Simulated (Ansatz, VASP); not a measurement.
## SiO2: VASP beside Ansatz

```xyz
12
Lattice="4.9158 0.0000 0.0000 0.0000 4.9158 0.0000 0.0000 0.0000 6.8289" Properties=species:S:1:pos:R:3 pbc="T T T"
Si    3.9749    3.9749    3.4144
Si    3.3987    1.5171    1.7072
Si    0.9408    0.9408    0.0000
Si    1.5171    3.3987    5.1217
O     1.2993    1.8602    5.5519
O     0.5977    3.7572    3.8447
O     3.6165    3.0556    2.1374
O     4.3181    1.1586    0.4302
O     3.7572    0.5977    2.9842
O     3.0556    3.6165    4.6914
O     1.1586    4.3181    6.3986
O     1.8602    1.2993    1.2770
```

Alike in both runs: functional r2SCAN; k mesh 6 × 6 × 4; occupations fermi-dirac, width 0.02 eV; no spin polarisation.

Ansatz relaxed the structure, and its values are those at the end. VASP's run is a single point on that final structure, the one shown.

|  | VASP | Ansatz |
| --- | --- | --- |
| version | VASP 6.6.1 | Ansatz 0.2.0 |
| potentials or method | VASP PAW PBE potentials, release 64 (Si, O), cutoff 520 eV | PAW plane waves |
| valence electrons in the cell | 64 | 64 |

Ansatz gave:

| Property | Result |
| --- | --- |
| gap on the k mesh at the Fermi level (eV) | 6.44 |
| pressure (GPa) | 0.7 |
| rms of the force components (eV/Å) | 0.000 |

Q: What did VASP give for the same quantities?

A: gap on the k mesh at the Fermi level (eV): 6.43; pressure (GPa): 0.8; rms of the force components (eV/Å): 0.011.

VASP's potentials were made for PBE, not for r2SCAN. Ansatz's warnings: stress scf threshold loose.
